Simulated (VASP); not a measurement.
Set up this calculation in VASP 6.6.1, as the native input.

| Quantity | Value |
| --- | --- |
| Task | single point |
| Functional | r2SCAN |
| Potentials or basis | VASP PAW PBE potentials, release 64 (Mn_pv, S) |
| Cutoff | 520 eV |
| k mesh | 9 × 9 × 9 |
| Occupations | fermi-dirac, width 0.05 eV |
| Spin | collinear spin, ferromagnetic start |
| Starting moments | [4.0, 0.0] μB |
| Hubbard terms | Mn d U = 4.5 eV |
| Dipole correction | no |
| Further INCAR settings | ALGO = Normal; EDIFF = 1e-06; NBANDS = 20 |

The system is MnS.

```
Mn S
1.0
     0.00000    2.65277    2.65277
     2.65277    0.00000    2.65277
     2.65277    2.65277    0.00000
Mn S
1 1
Direct
  0.00000 0.00000 0.00000
  0.50000 0.50000 0.50000
```

These files were run (other wordings do the same):

POSCAR

```
MnS
1.0
    0.0000000000      2.6527683454      2.6527683454
    2.6527683454      0.0000000000      2.6527683454
    2.6527683454      2.6527683454      0.0000000000
Mn S
1 1
Direct
    0.0000000000      0.0000000000      0.0000000000
    0.5000000000      0.5000000000      0.5000000000
```

INCAR.step1

```
PREC     = Accurate       # precision mode
ENCUT    = 520            # plane-wave cutoff, eV
ISMEAR   = -1             # smearing method
SIGMA    = 0.05           # smearing width, eV
LREAL    = F              # projectors in reciprocal space
LASPH    = T              # aspherical terms in the spheres
NELM     = 150            # most SCF steps
ISPIN    = 2              # spin polarisation
MAGMOM   = 4 0            # initial moments
LMAXMIX  = 4              # l up to which the mixer works
LDAU     = T              # DFT+U
LDAUTYPE = 2            
LDAUL    = 2 -1           # shell
LDAUU    = 4.5 0          # U, eV
LDAUJ    = 0 0          
NBANDS   = 20             # bands
GGA      = PE             # functional
ALGO     = Normal         # electronic algorithm
EDIFF    = 1E-4           # SCF threshold, eV
LWAVE    = T              # write WAVECAR
LCHARG   = F              # write CHGCAR
```

INCAR.step2

```
PREC     = Accurate       # precision mode
ENCUT    = 520            # plane-wave cutoff, eV
EDIFF    = 1E-6           # SCF threshold, eV
ISMEAR   = -1             # smearing method
SIGMA    = 0.05           # smearing width, eV
LREAL    = F              # projectors in reciprocal space
LASPH    = T              # aspherical terms in the spheres
NELM     = 150            # most SCF steps
ALGO     = Normal         # electronic algorithm
ISIF     = 2              # what is computed and relaxed
LWAVE    = F              # write WAVECAR
LCHARG   = F              # write CHGCAR
ISPIN    = 2              # spin polarisation
MAGMOM   = 4 0            # initial moments
LORBIT   = 11             # projections on sites
LMAXMIX  = 4              # l up to which the mixer works
LDAU     = T              # DFT+U
LDAUTYPE = 2            
LDAUL    = 2 -1           # shell
LDAUU    = 4.5 0          # U, eV
LDAUJ    = 0 0          
LDAUPRINT= 1            
METAGGA  = R2SCAN         # meta-GGA
LMIXTAU  = T            
NBANDS   = 20             # bands
ISTART   = 1
```

KPOINTS

```
regular mesh
0
Gamma
  9 9 9
```

Potentials or basis: VASP PAW PBE potentials, release 64 (Mn_pv, S).

Command:

```sh
$ cat potpaw_PBE.64/Mn_pv/POTCAR potpaw_PBE.64/S/POTCAR > POTCAR
$ cp INCAR.step1 INCAR
$ mpirun -np 1 vasp_std > vasp.out
$ cp INCAR.step2 INCAR
$ mpirun -np 1 vasp_std > vasp.out
```

It gave:

- Pressure: -0.5 GPa
- Band gap on the k mesh: 1.76 eV (least direct gap 3.43 eV)
- Net moment: 5.00 μB per cell
- Site moments: Mn +4.68; S +0.06 μB
- Valence electrons inside the program's atomic spheres: Mn 11.23; S 3.80

Caveat: the PAW data sets were made with another functional, which shifts forces and pressure a little; an odd mesh through Γ misses points on the zone boundary, where band edges can lie; a cell with one magnetic atom can't hold antiferromagnetic order, which such compounds often take.

Wall time 70 s on 1 thread of Intel(R) Xeon(R) 6975P-C (Granite Rapids), with other jobs on the host, peak memory 0.2 GiB.
